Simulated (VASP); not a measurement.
Here is a VASP 6.6.1 calculation.

Contents of INCAR:

```
SYSTEM = CsSnI3
ALGO = Normal
EDIFF = 1E-6
ENCUT = 520
GGA = RE
ISIF = 2
ISMEAR = -1
LASPH = .TRUE.
LCHARG = .FALSE.
LREAL = .FALSE.
LWAVE = .FALSE.
NBANDS = 30
NELM = 100
PREC = Accurate
SIGMA = 0.05
```

KPOINTS

```
k-points
0
G
  5 5 5
  0 0 0
```

Contents of POSCAR:

```
CsSnI3
1.0
    6.3896695266      0.0000000000      0.0000000000
    0.0000000000      6.3896695266      0.0000000000
    0.0000000000      0.0000000000      6.3896695266
Cs I Sn
1 3 1
Direct
    0.0000000000      0.0000000000      0.0000000000
    0.5000000000      0.5000000000      0.0000000000
    0.5000000000      0.0000000000      0.5000000000
    0.0000000000      0.5000000000      0.5000000000
    0.5000000000      0.5000000000      0.5000000000
```

Potentials or basis: VASP PAW PBE potentials, release 64 (Cs_sv, I, Sn_d).

Launch:

```sh
$ cat potpaw_PBE.64/Cs_sv/POTCAR potpaw_PBE.64/I/POTCAR potpaw_PBE.64/Sn_d/POTCAR > POTCAR
$ mpirun -np 1 vasp_std > vasp.out
```

Question: Estimate the pressure.

Answer: 0.0 GPa.

Question: Predict the band gap on the k mesh.

Answer: 1.84 eV, direct.

Caveat: the PAW data sets were made with another functional, which shifts forces and pressure a little; spin-orbit coupling is left out, which moves the levels of the heavy elements. A k mesh can miss the band edges.
